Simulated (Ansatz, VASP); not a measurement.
Two plane-wave programs on AlAs4

```
CELL_PARAMETERS angstrom
5.27063 0.00000 -0.08836
0.00000 5.40318 0.00000
-1.39043 0.00000 7.72743
ATOMIC_POSITIONS crystal
Al 0.00000 0.50000 0.50000
Al 0.00000 0.00000 0.00000
As 0.79724 0.31022 0.75771
As 0.37738 0.14833 0.58320
As 0.20276 0.68978 0.24229
As 0.62262 0.85167 0.41680
As 0.79724 0.18978 0.25771
As 0.37738 0.35167 0.08320
As 0.20276 0.81022 0.74229
As 0.62262 0.64833 0.91680
```

Alike in both runs: functional PBE; k mesh 3 × 3 × 2; occupations gaussian, width 0.2 eV; no spin polarisation.

Ansatz relaxed the structure, and its values are those at the end. VASP's run is a single point on that final structure, the one shown.

|  | VASP | Ansatz |
| --- | --- | --- |
| version | VASP 6.6.1 | Ansatz 0.2.0 |
| potentials or method | VASP PAW PBE potentials, release 64 (Al, As), cutoff 520 eV | scalar-relativistic, plane waves, PAW |
| valence electrons in the cell | 46 | 126 |

Ansatz gave:

```
gap on the k mesh at the Fermi level (eV) : none
pressure (GPa)                            : 0.0
rms of the force components (eV/Å)        : 0.023
```

Q: Which values does VASP return?

A: gap on the k mesh at the Fermi level (eV): none; pressure (GPa): 0.2; rms of the force components (eV/Å): 0.021.

A gap of «none» marks a metal or a gap that the smearing closes. The functional is the same, so the differences come from potentials, cutoffs and numerics. VASP's potentials hold 46 valence electrons a cell and Ansatz's 126, so a difference there can come from the potentials and not from the codes.

The k mesh is coarse, so the values compare programs but aren't converged.
